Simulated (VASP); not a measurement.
# Y (Fm-3m) in VASP: notebook

Y is run at these levels: LDA; tasks: single point.

Everything below comes from runs of VASP 6.6.1. Logs are shortened: lines on timing, memory, paths and dates and some standing lists are left out, and cuts for length are marked.

### Step 1. The cell of the first run

Symmetry: Fm-3m, No. 225, cubic system. The conventional cell has a = 4.869 Å, b = 4.869 Å, c = 4.869 Å, α = 90.00°, β = 90.00°, γ = 90.00°. Y (site symmetry m-3m) has 12 Y at 3.44 Å within 4.5 Å.

### Step 2. Single point, LDA (volume scaled by 0.94)

The input, INCAR:

```
SYSTEM = Y
PREC = Accurate
ENCUT = 520
EDIFF = 1E-7
ISMEAR = -1
SIGMA = 0.05
LREAL = .FALSE.
LASPH = .TRUE.
NELM = 100
ALGO = Normal
ISIF = 2
LWAVE = .FALSE.
LCHARG = .TRUE.
GGA = CA
LELF = .TRUE.
LVHAR = .TRUE.
NBANDS = 12
```

The input, KPOINTS:

```
Automatic mesh
0
G
  13 13 13
  0 0 0
```

The input, POSCAR:

```
Y
1.0
    0.0000000000      2.4342714802      2.4342714802
    2.4342714802      0.0000000000      2.4342714802
    2.4342714802      2.4342714802      0.0000000000
Y
1
Direct
    0.0000000000      0.0000000000      0.0000000000
```

Potentials or basis: VASP PAW LDA potentials, release 64 (Y_sv).

Launch:

```
$ cat potpaw_LDA.64/Y_sv/POTCAR > POTCAR
$ mpirun -np 1 vasp_std > vasp.out
```

OUTCAR:

```text
SYSTEM = Y
   PREC = Accurate
   ENCUT = 520
   EDIFF = 1E-7
   ISMEAR = -1
   LREAL = .FALSE.
   LASPH = .TRUE.
   NELM = 100
   ISIF = 2
   GGA = CA

 ion  position               nearest neighbor table
   1  0.000  0.000  0.000-

  LATTYP: Found a face centered cubic cell.
 ALAT       =     4.8685429604

  Lattice vectors:

 A1 = (   0.0000000000,   2.4342714802,   2.4342714802)
 A2 = (   2.4342714802,   0.0000000000,   2.4342714802)
 A3 = (   2.4342714802,   2.4342714802,   0.0000000000)

Analysis of symmetry for initial positions (statically):
=====================================================================
 Subroutine PRICEL returns:
 Original cell was already a primitive cell.

 Routine SETGRP: Setting up the symmetry group for a
 face centered cubic supercell.

 Subroutine GETGRP returns: Found 48 space group operations
 (whereof 48 operations were pure point group operations)
 out of a pool of 48 trial point group operations.

The static configuration has the point symmetry O_h .

Analysis of symmetry for dynamics (positions and initial velocities):
=====================================================================
 Subroutine PRICEL returns:
 Original cell was already a primitive cell.

 Routine SETGRP: Setting up the symmetry group for a
 face centered cubic supercell.

 Subroutine GETGRP returns: Found 48 space group operations
 (whereof 48 operations were pure point group operations)
 out of a pool of 48 trial point group operations.

The dynamic configuration has the point symmetry O_h .

 Subroutine INISYM returns: Found 48 space group operations
 (whereof 48 operations are pure point group operations),
 and found     1 'primitive' translations

----------------------------------------------------------------------------------------

                                     Primitive cell

  volume of cell :      28.8494

  direct lattice vectors                    reciprocal lattice vectors
     0.000000000  2.434271480  2.434271480    -0.205400262  0.205400262  0.205400262
     2.434271480  0.000000000  2.434271480     0.205400262 -0.205400262  0.205400262
     2.434271480  2.434271480  0.000000000     0.205400262  0.205400262 -0.205400262

  length of vectors
     3.442579742  3.442579742  3.442579742     0.355763690  0.355763690  0.355763690

  position of ions in fractional coordinates (direct lattice)
     0.000000000  0.000000000  0.000000000

  ion indices of the primitive-cell ions
   primitive index   ion index
                 1           1

----------------------------------------------------------------------------------------

 KPOINTS: Automatic mesh

Automatic generation of k-mesh.
 Grid dimensions read from file:
 generate k-points for:   13   13   13

 Generating k-lattice:

  Cartesian coordinates                     Fractional coordinates (reciprocal lattice)
    -0.015800020  0.015800020  0.015800020     0.076923077  0.000000000  0.000000000
     0.015800020 -0.015800020  0.015800020     0.000000000  0.076923077  0.000000000
     0.015800020  0.015800020 -0.015800020     0.000000000  0.000000000  0.076923077

  Length of vectors
     0.027366438  0.027366438  0.027366438

  Shift w.r.t. Gamma in fractional coordinates (k-lattice)
     0.000000000  0.000000000  0.000000000

 Subroutine IBZKPT returns following result:
 ===========================================

 Found     84 irreducible k-points:

 Following reciprocal coordinates:
            Coordinates               Weight
  0.000000  0.000000  0.000000      1.000000
  0.076923  0.000000  0.000000      8.000000
  0.153846  0.000000  0.000000      8.000000
  0.230769  0.000000  0.000000      8.000000
  0.307692  0.000000  0.000000      8.000000
  0.384615  0.000000  0.000000      8.000000
[... 16 lines left out ...]
  0.384615  0.153846  0.000000     24.000000
  0.461538  0.153846  0.000000     24.000000
 [... further k-points ...]
   k-points           NKPTS =     84   k-points in BZ     NKDIM =     84   number of bands    NBANDS=     12
   number of dos      NEDOS =    301   number of ions     NIONS =      1
   total plane-waves  NPLWV =  21952
   dimension x,y,z NGX =    28 NGY =   28 NGZ =   28
   dimension x,y,z NGXF=    56 NGYF=   56 NGZF=   56
   ions per type =               1
   NGX,Y,Z   is equivalent  to a cutoff of  13.52, 13.52, 13.52 a.u.
   NGXF,Y,Z  is equivalent  to a cutoff of  27.04, 27.04, 27.04 a.u.
 SYSTEM =  Y
   PREC   = accura    normal or accurate (medium, high low for compatibility)
   ISTART =      0    job   : 0-new  1-cont  2-samecut
   ICHARG =      2    charge: 1-file 2-atom 10-const
   ISPIN  =      1    spin polarized calculation?
   LNONCOLLINEAR =      F non collinear calculations
   LSORBIT =      F    spin-orbit coupling
   LASPH  =      T    aspherical Exc in radial PAW
   ENCUT  =  520.0 eV  38.22 Ry    6.18 a.u.   6.40  6.40  6.40*2*pi/ulx,y,z
   NELM   =    100;   NELMIN=  2; NELMDL= -5     # of ELM steps
   EDIFF  = 0.1E-06   stopping-criterion for ELM
   LREAL  =      F    real-space projection
   EDIFFG = 0.1E-05   stopping-criterion for IOM
   NSW    =      0    number of steps for IOM
   IBRION =     -1    ionic relax: 0-MD 1-quasi-New 2-CG
   NFREE  =      0    steps in history (QN), initial steepest desc. (CG)
   ISIF   =      2    stress and relaxation
   ISYM   =      2    0-nonsym 1-usesym 2-fastsym
   POTIM  = 0.5000    time-step for ionic-motion
   TEBEG  =    0.0;   TEEND  =   0.0 temperature during run
   PSTRESS=    0.0 pullay stress
   NELECT =      11.0000    total number of electrons
   NUPDOWN=      -1.0000    fix difference up-down
   EMIN   =  10.00;   EMAX   =-10.00  energy-range for DOS
   EFERMI =   0.00;   METHOD = LEGACY
   ISMEAR =    -1;   SIGMA  =   0.05  broadening in eV -4-tet -1-fermi 0-gaus
   EFERMI_NEDOS =   21; number of points for ismear=-14 and -15
   IALGO  =     38    algorithm
   IMIX   =      4    mixing-type and parameters
     AMIX     =   0.40;   BMIX     =  1.00
     AMIX_MAG =   1.60;   BMIX_MAG =  1.00
  volume/ion in A,a.u.               =      28.85       194.69
  Fermi-wavevector in a.u.,A,eV,Ry     =   1.187117  2.243325 19.173954  1.409246
  Thomas-Fermi vector in A             =   2.323275
   LORBIT       =      0    0 simple, 1 ext, 2 COOP (PROOUT), +10 PAW based schemes
   GGA     = CA    functional components
   LHFCALC =     F    Hartree Fock is set to
   AEXX    =    0.0000 exact exchange contribution
   IVDW    =     0    specifies the selected vdW correction
   LEPSILON=     F    determine dielectric tensor
   LRPA    =     F    only Hartree local field effects (RPA)
 non-spin polarized calculation
  energy-cutoff  :      520.00
  volume of cell :       28.85
 maximum number of plane-waves:       793
 NGX is ok and might be reduce to    28
   NGX = 13   NGY = 13   NGZ = 13

 number of electron      11.0000000 magnetization

 Free energy of the ion-electron system (eV)
  ---------------------------------------------------
  ext. energy  EPLUGINS =         0.00000000
  ---------------------------------------------------
  free energy    TOTEN  =        -6.94399040 eV

  energy without entropy =       -6.93270681  energy(sigma->0) =       -6.93834861

 E-fermi :   3.5246     XC(G=0): -10.1564

 val. band max:        3.5167160069   @ k =  -0.3846   0.2308   0.0769
 cond. band min:       3.5247841495   @ k =   0.4615   0.2308   0.0769
 fundamental gap:      0.0080681427
 Fermi energy:         3.5245576485

 k-point     1 :       0.0000    0.0000    0.0000
  band No.  band energies     occupation
      1     -38.6441      2.00000
      2     -18.3466      2.00000
      3     -18.3466      2.00000
      4     -18.3466      2.00000
      5      -1.3699      2.00000
      6       5.3882      0.00000
      7       5.3882      0.00000
      8       5.3882      0.00000
      9       7.6982      0.00000
     10       7.6982      0.00000
     11      12.9141      0.00000
     12      16.5148      0.00000

 k-point     2 :       0.0769    0.0000    0.0000
  band No.  band energies     occupation
      1     -38.6378      2.00000
      2     -18.3993      2.00000
      3     -18.3530      2.00000
      4     -18.3530      2.00000
      5      -1.1996      2.00000
      6       5.2023      0.00000
      7       5.4679      0.00000
      8       5.4679      0.00000
      9       7.6042      0.00000
     10       7.6042      0.00000
     11      13.3019      0.00000
     12      15.8257      0.00000

 k-point     3 :       0.1538    0.0000    0.0000
  band No.  band energies     occupation
      1     -38.6201      2.00000
      2     -18.5428      2.00000
      3     -18.3706      2.00000
      4     -18.3706      2.00000
      5      -0.7204      2.00000
      6       4.7768      0.00000
      7       5.6398      0.00000
      8       5.6398      0.00000
      9       7.4521      0.00000
     10       7.4521      0.00000
     11      14.0332      0.00000
     12      14.9947      0.00000
[... 286 lines left out ...]
 k-point    23 :       0.3846    0.1538    0.0000
  band No.  band energies     occupation
      1     -38.5463      2.00000
      2     -18.9845      2.00000
      3     -18.5113      2.00000
      4     -18.4942      2.00000
      5       1.3565      2.00000
      6       3.7041      0.05368
      7       4.8416      0.00000
      8       6.0376      0.00000
      9       8.1365      0.00000
     10       9.1087      0.00000
     11      13.4176      0.00000
     12      15.3457      0.00000

 k-point    24 :       0.4615    0.1538    0.0000
  band No.  band energies     occupation
      1     -38.5289      2.00000
      2     -19.0954      2.00000
      3     -18.5527      2.00000
      4     -18.5008      2.00000
      5       1.7865      2.00000
      6       3.7691      0.01491
      7       4.7533      0.00000
      8       5.8418      0.00000
      9       9.1191      0.00000
     10       9.4869      0.00000
     11      12.4364      0.00000
     12      14.4296      0.00000

 [... further k-points ...]
[... 5 lines left out ...]
  --------------------------------------------------------------------------------------
  -------------------------------------------------------------------------------------
  Total        0.1499382      0.1499382      0.1499382      0.0000000      0.0000000      0.0000000
  in kB        8.3269487      8.3269487      8.3269487      0.0000000      0.0000000      0.0000000
  external PRESSURE =       8.3269487 kB  Pullay stress =       0.0000000 kB

 VOLUME and BASIS-vectors are now :
 -----------------------------------------------------------------------------
  energy-cutoff  :      520.00
  volume of cell :       28.85
      direct lattice vectors                 reciprocal lattice vectors
     0.000000000  2.434271480  2.434271480    -0.205400262  0.205400262  0.205400262
     2.434271480  0.000000000  2.434271480     0.205400262 -0.205400262  0.205400262
     2.434271480  2.434271480  0.000000000     0.205400262  0.205400262 -0.205400262

 POSITION                                       TOTAL-FORCE (eV/Angst)
 -----------------------------------------------------------------------------------
      0.00000      0.00000      0.00000         0.000000      0.000000      0.000000
 -----------------------------------------------------------------------------------
    total drift:                               -0.000000     -0.000000     -0.000000

  FREE ENERGIE OF THE ION-ELECTRON SYSTEM (eV)
  ---------------------------------------------------
  free  energy   TOTEN  =        -6.9439904034 eV

  energy  without entropy=       -6.9327068079  energy(sigma->0) =       -6.93834861
```

Run time: 16 s. Hardware: 1 thread of Intel Xeon Platinum 8559C (Emerald Rapids), shared host; peak memory 0.17 GiB.

What came out:

- Free energy: -6.9440 eV
- Pressure: 0.8 GPa

### Step 3. Single point, LDA (volume scaled by 0.98)

The input, INCAR:

```
PREC = Accurate
ENCUT = 520
EDIFF = 1E-6
ISMEAR = -1
SIGMA = 0.05
LREAL = F
LASPH = T
NELM = 100
ALGO = Normal
ISIF = 2
LWAVE = F
LCHARG = T
GGA = CA
LELF = T
LVHAR = T
NBANDS = 12
```

The input, KPOINTS:

```
Automatic mesh
0
Gamma
  13 13 13
```

The input, POSCAR:

```
Y
1.0
    0.0000000000      2.4683216451      2.4683216451
    2.4683216451      0.0000000000      2.4683216451
    2.4683216451      2.4683216451      0.0000000000
Y
1
Direct
    0.0000000000      0.0000000000      0.0000000000
```

Potentials or basis: VASP PAW LDA potentials, release 64 (Y_sv).

Launch:

```
$ cat potpaw_LDA.64/Y_sv/POTCAR > POTCAR
$ mpirun -np 1 vasp_std > vasp.out
```

OUTCAR:

```text
PREC = Accurate
   ENCUT = 520
   EDIFF = 1E-6
   ISMEAR = -1
   LREAL = F
   LASPH = T
   NELM = 100
   ISIF = 2
   GGA = CA

 ion  position               nearest neighbor table
   1  0.000  0.000  0.000-

  LATTYP: Found a face centered cubic cell.
 ALAT       =     4.9366432902

  Lattice vectors:

 A1 = (   0.0000000000,   2.4683216451,   2.4683216451)
 A2 = (   2.4683216451,   0.0000000000,   2.4683216451)
 A3 = (   2.4683216451,   2.4683216451,   0.0000000000)

Analysis of symmetry for initial positions (statically):
=====================================================================
 Subroutine PRICEL returns:
 Original cell was already a primitive cell.

 Routine SETGRP: Setting up the symmetry group for a
 face centered cubic supercell.

 Subroutine GETGRP returns: Found 48 space group operations
 (whereof 48 operations were pure point group operations)
 out of a pool of 48 trial point group operations.

The static configuration has the point symmetry O_h .

Analysis of symmetry for dynamics (positions and initial velocities):
[... 161 lines left out ...]
 fundamental gap:      0.0043745033
 Fermi energy:         3.3110547010

 k-point     1 :       0.0000    0.0000    0.0000
  band No.  band energies     occupation
      1     -38.9490      2.00000
      2     -18.6969      2.00000
      3     -18.6969      2.00000
      4     -18.6969      2.00000
      5      -1.5368      2.00000
      6       5.1285      0.00000
      7       5.1285      0.00000
      8       5.1285      0.00000
      9       7.3245      0.00000
     10       7.3245      0.00000
     11      12.5805      0.00000
     12      16.0456      0.00000
[... 331 lines left out ...]
 k-point    24 :       0.4615    0.1538    0.0000
  band No.  band energies     occupation
      1     -38.8523      2.00000
      2     -19.3525      2.00000
      3     -18.8778      2.00000
      4     -18.8328      2.00000
      5       1.5827      2.00000
      6       3.5134      0.03438
      7       4.5040      0.00000
      8       5.5621      0.00000
      9       8.6695      0.00000
     10       9.0184      0.00000
     11      11.8165      0.00000
     12      13.9774      0.00000

 [... further k-points ...]
[... 5 lines left out ...]
  --------------------------------------------------------------------------------------
  -------------------------------------------------------------------------------------
  Total       -0.2060689     -0.2060689     -0.2060689     -0.0000000     -0.0000000      0.0000000
  in kB      -10.9771047    -10.9771047    -10.9771047     -0.0000000     -0.0000000      0.0000000
  external PRESSURE =     -10.9771047 kB  Pullay stress =       0.0000000 kB

 VOLUME and BASIS-vectors are now :
 -----------------------------------------------------------------------------
  energy-cutoff  :      520.00
  volume of cell :       30.08
      direct lattice vectors                 reciprocal lattice vectors
     0.000000000  2.468321645  2.468321645    -0.202566793  0.202566793  0.202566793
     2.468321645  0.000000000  2.468321645     0.202566793 -0.202566793  0.202566793
     2.468321645  2.468321645  0.000000000     0.202566793  0.202566793 -0.202566793

 POSITION                                       TOTAL-FORCE (eV/Angst)
 -----------------------------------------------------------------------------------
      0.00000      0.00000      0.00000         0.000000      0.000000     -0.000000
 -----------------------------------------------------------------------------------
    total drift:                               -0.000000     -0.000000     -0.000000

  FREE ENERGIE OF THE ION-ELECTRON SYSTEM (eV)
  ---------------------------------------------------
  free  energy   TOTEN  =        -6.9431077682 eV

  energy  without entropy=       -6.9314268653  energy(sigma->0) =       -6.93726732
```

It took 15 s on 1 thread of Intel Xeon Platinum 8559C (Emerald Rapids), shared host; peak memory 0.17 GiB.

What came out:

* Free energy: -6.9431 eV
* Pressure: -1.1 GPa

### Step 4. Single point, LDA (volume scaled by 1.01)

The input, INCAR:

```
SYSTEM = Y
PREC = Accurate ; ENCUT = 520
EDIFF = 1E-7 ; ISMEAR = -1
SIGMA = 0.05 ; LREAL = .False.
LASPH = .True. ; NELM = 100
ALGO = Normal ; ISIF = 2
LWAVE = .False. ; LCHARG = .False.
GGA = CA ; NBANDS = 12
```

The input, KPOINTS:

```
Automatic mesh
0
Gamma
  13 13 13
  0 0 0
```

The input, POSCAR:

```
Y
1.0
    0.0000000000      2.4932558746      2.4932558746
    2.4932558746      0.0000000000      2.4932558746
    2.4932558746      2.4932558746      0.0000000000
Y
1
Direct
    0.0000000000      0.0000000000      0.0000000000
```

Launch:

```
$ cat potpaw_LDA.64/Y_sv/POTCAR > POTCAR
$ mpirun -np 1 vasp_std > vasp.out
```

Run time: 15 s. Hardware: 1 thread of Intel Xeon Platinum 8559C (Emerald Rapids), shared host; peak memory 0.18 GiB.

The run converged. Its results:

| Item | Value |
| --- | --- |
| Free energy | -6.9336 eV |
| Pressure | -2.3 GPa |

Levels at points of the mesh, in eV from the Fermi level:
```csv
k point,band 3,band 4,band 5,band 6,band 7,band 8
"(0.00, 0.00, 0.00)",-22.11,-22.11,-4.81,1.78,1.78,1.78
```

### Step 5. Overview

| cell | gap on the mesh (eV) | pressure (GPa) |
| --- | --- | --- |
| a = 3.443 Å, angles 60.0°, 1 atom | none | 0.8 |
| a = 3.491 Å, angles 60.0°, 1 atom | none | -1.1 |
| a = 3.526 Å, angles 60.0°, 1 atom | none | -2.3 |

Alike in all rows: task single point; level LDA; potentials or basis VASP PAW LDA potentials, release 64 (Y_sv); no spin polarisation; k mesh 13 × 13 × 13; cutoff (eV) 520; smearing fermi-dirac 0.05 eV.

Total energies depend on the potentials used, so only differences within one code and one set of settings carry meaning.
